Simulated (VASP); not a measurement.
Input of a VASP 6.6.1 run:

INCAR

```
SYSTEM = Ga7P8
ALGO = Normal ; EDIFF = 1E-6
ENCUT = 520 ; GGA = PE
ISIF = 2 ; ISMEAR = 0
LASPH = .True. ; LCHARG = .True.
LELF = .True. ; LREAL = Auto
LVHAR = .True. ; LWAVE = .False.
NBANDS = 78 ; NELECT = 132.0
NELM = 60 ; PREC = Accurate
SIGMA = 0.01
```

Contents of KPOINTS:

```
k-points
0
Gamma
  3 3 3
  0 0 0
```

Contents of POSCAR:

```
Ga7P8
1.0
    0.0000000000      5.5051169776     -5.5051169776
    5.5051169776      5.5051169776      0.0000000000
    5.5051169776      0.0000000000     -5.5051169776
Ga P
7 8
Direct
    0.4941662738      0.0058337262     -0.0058337262
    1.0058337262      0.4941662738     -0.0058337262
    1.0058337262      0.0058337262     -0.0058337262
    0.4941662738      0.4941662738      0.5058337262
    0.4941662738      0.0058337262      0.5058337262
    1.0058337262      0.4941662738      0.5058337262
    1.0000000000      0.0000000000      0.5000000000
    0.3811527099      0.3811527099      0.3565418703
    0.3772020603      0.8742659799      0.3742659799
    0.8742659799      0.3772020603      0.3742659799
    0.8742659799      0.8742659799      0.3742659799
    0.3811527099      0.3811527099      0.8811527099
    0.3811527099      0.8565418703      0.8811527099
    0.8565418703      0.3811527099      0.8811527099
    0.8742659799      0.8742659799      0.8772020603
```

Potentials or basis: VASP PAW PBE potentials, release 64 (Ga_d, P).

Run with:

```sh
$ cat potpaw_PBE.64/Ga_d/POTCAR potpaw_PBE.64/P/POTCAR > POTCAR
$ mpirun -np 1 vasp_std > vasp.out
```

(1) What does it give for the largest force?

Results:

(1) 0.017 eV/Å.

Caveat: the cell carries a net charge on a neutralising background, which shifts energy and pressure; the cell differs from its parent crystal (atoms taken out, then relaxed in part).
